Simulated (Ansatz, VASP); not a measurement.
# BeB2N in VASP and in Ansatz

File INCAR:

```
ALGO = Normal
EDIFF = 1E-6
EDIFFG = -0.01
ENCUT = 600
GGA = PE
IBRION = 2
ISIF = 3
ISMEAR = 0
LASPH = T
LCHARG = F
LREAL = F
LWAVE = F
NELM = 100
NSW = 100
PREC = Accurate
SIGMA = 0.1
```

Contents of KPOINTS:

```
k-points
0
Gamma
  16 16 18
```

File POSCAR:

```
BeB2N
1.0
    1.5547491359     -3.5476808820      0.0000000000
    1.5547491359      3.5476808820      0.0000000000
    0.0000000000      0.0000000000      2.6679652626
Be B N
1 2 1
Direct
    0.0000000000      0.0000000000      0.0000000000
    0.0000000000      0.5000000000      0.5000000000
    0.5000000000      0.0000000000      0.5000000000
    0.5000000000      0.5000000000      0.5000000000
```

Input for Ansatz:

```yaml
crystal:
  lattice:
    - [1.5547491359, -3.547680882, 0.0]
    - [1.5547491359, 3.547680882, 0.0]
    - [0.0, 0.0, 2.6679652626]
  atoms:
    - { symbol: Be, position: [0.0, 0.0, 0.0] }
    - { symbol: B, position: [0.0, 0.5, 0.5] }
    - { symbol: B, position: [0.5, 0.0, 0.5] }
    - { symbol: "N", position: [0.5, 0.5, 0.5] }
basis:
  ecutwfc: 420
kpoints:
  mp_grid: { grid: [16, 16, 18] }
hamiltonian:
  xc: pbe
scf:
  occupations: { method: gaussian, width: 0.1 }
output:
  forces: true
  stress: true
  eigenvalues: true
  write_density: true
  write_potential: true
  elf: true
  volumetric_format: npy
relax:
  adjacent_minimum: "off"
  f_tol: 0.01
  max_steps: 80
  cell: { stress_tol: 0.05 }
```

Alike in both runs: task relaxation of cell and atoms; functional PBE; k mesh 16 × 16 × 18; occupations gaussian, width 0.1 eV; no spin polarisation.

```csv
,VASP,Ansatz
version,VASP 6.6.1,Ansatz 0.2.0
potentials or method,"VASP PAW PBE potentials, release 64 (Be, B, N), cutoff 600 eV","scalar-relativistic, plane waves, PAW"
valence electrons in the cell,13,13
```

```csv
,VASP,Ansatz,Ansatz less VASP
"gap on the k mesh at the Fermi level, each at its own relaxed structure (eV)",none,none,-
relaxed volume (Å³/atom),7.46,7.47,+0.008
relaxed cell length with the largest relative difference (Å),3.946,3.949,+0.0034
```

A gap of «none» marks a metal or a gap that the smearing closes.
